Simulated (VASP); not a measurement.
Input of a VASP 6.6.1 run:

File INCAR:

```
ALGO = Fast ; EDIFF = 1E-6
ENCUT = 520 ; GGA = PS
ISIF = 2 ; ISMEAR = 0
LASPH = True ; LCHARG = True
LELF = True ; LREAL = False
LVHAR = True ; LWAVE = False
NBANDS = 13 ; NELM = 60
PREC = Accurate ; SIGMA = 0.15
```

The input KPOINTS:

```
k-points
0
Gamma
  22 22 22
```

Contents of POSCAR:

```
AlCo
1.0
    2.9496018848      0.0000000000      0.0000000000
    0.0000000000      2.9496018848      0.0000000000
    0.0000000000      0.0000000000      2.8225855357
Al Co
1 1
Direct
    0.0000000000      0.0000000000      0.0000000000
    0.5000000000      0.5000000000      0.5000000000
```

Potentials or basis: VASP PAW PBE potentials, release 64 (Al, Co).

Launch:

```bash
$ cat potpaw_PBE.64/Al/POTCAR potpaw_PBE.64/Co/POTCAR > POTCAR
$ mpirun -np 1 vasp_std > vasp.out
```

(1) Predict the pressure.

(2) What does it give for the band gap on the k mesh?

Results:

(1) -13.8 GPa.

(2) zero (band 6 reaches 12.01 eV, above the bottom of band 7 at 9.35 eV).

Caveat: the cell differs from its parent crystal (strain +0.0450 x Voigt [1, 1, 0, 0, 0, 0]); the PAW data sets were made with another functional, which shifts forces and pressure a little.
